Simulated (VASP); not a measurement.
Input of a VASP 6.6.1 run:

The input INCAR:

```
SYSTEM = Sb
PREC = Accurate
ENCUT = 520
EDIFF = 1E-6
ISMEAR = -1
SIGMA = 0.05
LREAL = .FALSE.
LASPH = .TRUE.
NELM = 100
ALGO = Normal
ISIF = 2
LWAVE = .FALSE.
LCHARG = .FALSE.
NBANDS = 12
```

Contents of KPOINTS:

```
regular mesh
0
G
  8 8 8
  0 0 0
```

Contents of POSCAR:

```
Sb
1.0
    2.1684666409      1.2519647989      3.7828881425
   -2.1684666409      1.2519647989      3.7828881425
    0.0000000000     -2.5039295978      3.7828881425
Sb
2
Direct
    0.7665100000      0.7665100000      0.7665100000
    0.2334900000      0.2334900000      0.2334900000
```

Potentials or basis: VASP PAW LDA potentials, release 64 (Sb).

Command:

```bash
$ cat potpaw_LDA.64/Sb/POTCAR > POTCAR
$ mpirun -np 1 vasp_std > vasp.out
```

Predict the band gap on the k mesh.

zero (band 5 reaches 6.93 eV, above the bottom of band 6 at 6.64 eV).

Predict the largest force.

0.026 eV/Å.

Estimate the pressure.

-2.0 GPa.

Stress tensor (GPa, compression positive):
```
-1.89  0.00  0.00
 0.00 -1.89  0.00
 0.00  0.00 -2.21
```

Caveat: spin-orbit coupling is left out, which moves the levels of the heavy elements.
